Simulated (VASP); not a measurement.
Al2Cu, 3 atoms in the cell. The typed cell holds 3 atoms: a = 4.087 Å, b = 4.103 Å, c = 2.909 Å, α = 89.50°, β = 90.28°, γ = 89.96°.  This cell differs from its parent crystal: atoms moved at random and the cell strained at random.

```yaml
Program: VASP 6.6.1
Task: single point
Functional: PBEsol
Potentials_or_basis: VASP PAW PBE potentials, release 64 (Al, Cu)
Cutoff: 520 eV
k_mesh: 8 × 8 × 10
Occupations: gaussian, width 0.1 eV
Spin: no spin polarisation
Dipole_correction: no
Further_INCAR_settings: ALGO = Fast; EDIFF = 1e-07; NBANDS = 16
```

Potentials or basis: VASP PAW PBE potentials, release 64 (Al, Cu).

Run with:

```console
$ cat potpaw_PBE.64/Al/POTCAR potpaw_PBE.64/Cu/POTCAR > POTCAR
$ mpirun -np 1 vasp_std > vasp.out
```

Hardware: 1 thread of AMD EPYC 7R13 Processor (Zen 3) (shared host).

Problem. Estimate the wall time of this run.

Solution. It took 6.7 min on 1 thread of AMD EPYC 7R13 Processor (Zen 3), with other jobs on the host, peak memory 0.32 GiB. Counts: scf iterations 19, k points 324.
